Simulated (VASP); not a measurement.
# Mg: relaxation of cell and atoms with r2SCAN

The system is Mg.

```
CELL_PARAMETERS angstrom
3.05030 0.00000 0.00000
-1.52515 2.64164 0.00000
0.00000 0.00000 3.04484
ATOMIC_POSITIONS crystal
Mg 0.00000 0.00000 0.00000
```

| Item | Value |
| --- | --- |
| Program | VASP 6.6.1 |
| Task | relaxation of cell and atoms |
| Functional | r2SCAN |
| Potentials or basis | VASP PAW PBE potentials, release 64 (Mg) |
| Cutoff | 600 eV |
| k mesh | 15 × 15 × 14 |
| Occupations | gaussian, width 0.1 eV |
| Spin | no spin polarisation |
| Dipole correction | no |
| Further INCAR settings | ALGO = Normal; EDIFF = 1e-06; IBRION = 2; EDIFFG = -0.01; NSW = 100; ISIF = 3 |

```yaml
Relaxed_volume: 24.80 Å³/atom
Relaxed_cell: a = 3.071 Å, b = 3.071 Å, c = 3.037 Å, α = 90.00°, β = 90.00°, γ = 120.00°
Space_group_after_relaxing_to_0.05_Å: P6/mmm (No. 191)
Energy_gained_by_relaxing: 0.7 meV/atom
Ionic_steps: 8
Pressure_after_relaxing: 0.0 GPa
Band_gap_on_the_k_mesh: zero (band 1 reaches 5.52 eV, above the bottom of band 2 at -0.39 eV)
```

Step by step:
```tsv
step	energy change (eV)	largest force (eV/Å)	pressure (GPa)	volume (Å³)
1	0.0000	0.0000	0.43	24.53
2	-0.0007	0.0000	0.08	24.77
3	-0.0007	0.0000	-0.07	24.86
4	-0.0007	0.0000	-0.04	24.84
5	-0.0007	0.0000	-0.04	24.84
6	-0.0007	0.0000	-0.02	24.82
7	-0.0007	0.0000	0.04	24.77
8	-0.0007	0.0000	0.01	24.80
```

Final structure:
```xyz
1
Lattice="3.0707 0.0000 0.0000 -1.5353 2.6593 0.0000 0.0000 0.0000 3.0366" Properties=species:S:1:pos:R:3 pbc="T T T"
Mg    0.0000    0.0000    0.0000
```

Levels at points of the mesh, in eV from the Fermi level:
```
           k point  band 1  band 2  band 3  band 4
(0.00, 0.00, 0.00)   -7.09    8.61    9.60   13.25
(0.00, 0.00, 0.50)   -2.95   -2.64   15.62   15.62
```

Wall time 110 s on 1 thread of Intel(R) Xeon(R) Platinum 8488C (Sapphire Rapids), with other jobs on the host, peak memory 0.17 GiB.

Caveat: the PAW data sets were made with another functional, which shifts forces and pressure a little.
